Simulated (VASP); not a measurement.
**LaP (lda): single point with LDA**

The system is LaP (lda).

```xyz
2
Lattice="3.5023 0.0000 0.0000 0.0000 3.5023 0.0000 0.0000 0.0000 3.5023" Properties=species:S:1:pos:R:3 pbc="T T T"
La    0.0000    0.0000    0.0000
P     1.7512    1.7512    1.7512
```

```json
{"Program": "VASP 6.6.1", "Task": "single point", "Functional": "LDA", "Potentials or basis": "VASP PAW LDA potentials, release 64 (La, P)", "Cutoff": "500 eV", "k mesh": "12 × 12 × 12", "Occupations": "gaussian, width 0.1 eV", "Spin": "no spin polarisation", "Dipole correction": "no", "Further INCAR settings": "ALGO = Normal; EDIFF = 1e-06; NBANDS = 15"}
```

```
Pressure               : 4.7 GPa
Band gap on the k mesh : zero (band 8 reaches 9.96 eV, above the bottom of band 9 at 9.28 eV)
```

Levels at points of the mesh, in eV from the Fermi level:
```csv
k point,band 5,band 6,band 7,band 8,band 9,band 10,band 11,band 12
"(0.00, 0.00, 0.00)",-10.32,-1.08,-1.08,0.39,0.39,0.39,2.60,2.60
"(0.50, 0.00, 0.00)",-8.16,-4.30,-0.95,-0.95,0.18,1.69,2.45,2.60
"(0.50, 0.50, 0.00)",-9.37,-1.64,-1.64,0.12,0.36,2.47,2.47,2.57
"(0.50, 0.50, 0.50)",-8.00,-4.39,-4.39,-4.39,2.67,2.67,2.67,3.04
```

Wall time 74 s on 1 thread of Intel Xeon 8259CL, on a shared host, peak memory 0.2 GiB.

Caveat: spin-orbit coupling is left out, which moves the levels of the heavy elements.
